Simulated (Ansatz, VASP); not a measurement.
# Nb4H: VASP beside Ansatz

```xyz
5
Lattice="2.9270 0.0000 0.0000 0.0000 4.1394 0.0000 0.0000 0.0000 21.2577" Properties=species:S:1:pos:R:3 pbc="T T T"
Nb    1.4635    2.0697    4.0000
Nb    0.0000    0.0000    5.4635
Nb    1.4635    2.0697    7.0286
Nb    0.0000    0.0000    8.2577
H     0.0000    2.0697   10.3677
```

Alike in both runs: task single point; functional LDA; k mesh 9 × 7 × 1; occupations gaussian, width 0.1 eV; no spin polarisation.

|  | VASP | Ansatz |
| --- | --- | --- |
| version | VASP 6.6.1 | Ansatz 0.2.0 |
| potentials or method | VASP PAW LDA potentials, release 64 (Nb_sv, H), cutoff 520 eV | scalar-relativistic, plane waves, PAW |
| valence electrons in the cell | 53 | 53 |

|  | VASP | Ansatz | Ansatz less VASP |
| --- | --- | --- | --- |
| gap on the k mesh at the Fermi level (eV) | none | none | - |
| rms of the force components (eV/Å) | 0.665 | 0.664 | -0.0007 |

LDA's correlation is that of Perdew and Zunger in VASP and of Perdew and Wang (1992) in Ansatz. Atom by atom the forces differ by 0.001 eV/Å (rms over components). A gap of «none» marks a metal or a gap that the smearing closes.
